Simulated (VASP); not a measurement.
The system is SiC (Moissanite).

```
CELL_PARAMETERS angstrom
3.01321 0.00000 0.00000
-1.50660 2.60951 0.00000
0.00000 0.00000 4.94495
ATOMIC_POSITIONS crystal
Si 0.66667 0.33333 0.50000
Si 0.33333 0.66667 0.00000
C 0.66667 0.33333 0.88500
C 0.33333 0.66667 0.38500
```

Base run:

| Quantity | Value |
| --- | --- |
| Program | VASP 6.6.1 |
| Functional | r2SCAN |
| Dispersion | D3(BJ) |
| Potentials or basis | VASP PAW PBE potentials, release 64 (Si, C) |
| Cutoff | 520 eV |
| k mesh | 10 × 10 × 5 |
| Occupations | fermi-dirac, width 0.05 eV |
| Spin | no spin polarisation |

Its results: band gap on the k mesh 2.78 eV, indirect (least direct gap 4.74 eV); pressure 13.3 GPa; largest force 0.873 eV/Å.

Problem. The run is repeated on the same cell with these changes: dispersion from D3(BJ) to none. What comes out?

Solution. Band gap on the k mesh 2.78 eV, indirect (least direct gap 4.74 eV); pressure 15.8 GPa; largest force 0.873 eV/Å.

Dispersion adds attraction, which lowers the pressure at fixed volume and, as a term added to the energy, leaves the levels alone.

Caveats: the PAW data sets were made with another functional, which shifts forces and pressure a little.

A k mesh can miss the band edges.
